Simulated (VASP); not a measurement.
Wanted: the native input for a VASP 6.6.1 run.

* Task: relaxation of cell and atoms
* Functional: PBE
* Potentials or basis: VASP PAW PBE potentials, release 64 (Bi_d, W_sv)
* Cutoff: 600 eV
* k mesh: 4 × 4 × 4
* Occupations: gaussian, width 0.1 eV
* Spin: no spin polarisation
* Dipole correction: no
* Further INCAR settings: ALGO = Fast; EDIFF = 1e-06; IBRION = 2; EDIFFG = -0.04; NSW = 90; ISIF = 3

The structure of BiW3 lies in POSCAR:

```
BiW3
1.0
    4.2546794803      0.0000000000      0.0000000000
    0.0000000000      4.2546794803      0.0000000000
    0.0000000000      0.0000000000      4.2546794803
Bi W
1 3
Direct
    0.0000000000      0.0000000000      0.0000000000
    0.0000000000      0.5000000000      0.5000000000
    0.5000000000      0.0000000000      0.5000000000
    0.5000000000      0.5000000000      0.0000000000
```

The input as run:

INCAR

```
PREC = Accurate
ENCUT = 600
EDIFF = 1E-6
ISMEAR = 0
SIGMA = 0.1
LREAL = False
LASPH = True
NELM = 60
ALGO = Fast
ISIF = 3
LWAVE = False
LCHARG = False
GGA = PE
IBRION = 2
NSW = 90
EDIFFG = -0.04
```

KPOINTS

```
regular mesh
0
Gamma
  4 4 4
```

Potentials or basis: VASP PAW PBE potentials, release 64 (Bi_d, W_sv).

The run is started by

```console
$ cat potpaw_PBE.64/Bi_d/POTCAR potpaw_PBE.64/W_sv/POTCAR > POTCAR
$ mpirun -np 1 vasp_std > vasp.out
```

Results of the run:

```yaml
Relaxed_volume: 18.09 Å³/atom
Relaxed_cell: a = 4.167 Å, b = 4.167 Å, c = 4.167 Å, α = 90.00°, β = 90.00°, γ = 90.00°
Space_group_after_relaxing_to_0.1_Å: Pm-3m (No. 221)
Energy_gained_by_relaxing: 44.5 meV/atom
Ionic_steps: 4
Pressure_after_relaxing: -0.1 GPa
Band_gap_on_the_k_mesh: zero (an odd number of electrons rules out a gap without spin polarisation)
```

Caveat: the k points lie up to 0.38 Å⁻¹ apart in the final cell, too coarse for converged energies and pressures of a metal; spin-orbit coupling is left out, which moves the levels of the heavy elements.

It took 2.6 min on 1 thread of Oxide Virtual Turin-like Processor, with other jobs on the host, peak memory 0.19 GiB.
